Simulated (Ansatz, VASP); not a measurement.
# One calculation of W, two programs

```
W
1.0
     2.90093    0.00000    0.00000
    -1.45047    2.51228    0.00000
     0.00000    0.00000    9.35608
W
4
Direct
  0.00000 0.00000 0.00000
  0.00000 0.00000 0.50000
  0.33333 0.66667 0.75000
  0.66667 0.33333 0.25000
```

Alike in both runs: task single point; functional r2SCAN; k mesh 9 × 9 × 2; occupations gaussian, width 0.1 eV; no spin polarisation.

```csv
,VASP,Ansatz
version,VASP 6.6.1,Ansatz 0.2.0
potentials or method,"VASP PAW PBE potentials, release 64 (W_sv), cutoff 520 eV","scalar-relativistic, plane waves, PAW"
valence electrons in the cell,56,56
```

Ansatz gave:

| Property | Result |
| --- | --- |
| gap on the k mesh at the Fermi level (eV) | none |
| pressure (GPa) | -13.8 |
| traceless stress, the component that is largest in VASP (GPa) | 7.32 |

Question: Estimate VASP's values.

Answer: gap on the k mesh at the Fermi level (eV): none; pressure (GPa): -12.9; traceless stress, the component that is largest in VASP (GPa): 7.49.

VASP's potentials were made for PBE, not for r2SCAN. A gap of «none» marks a metal or a gap that the smearing closes.

Spin-orbit coupling is off throughout.
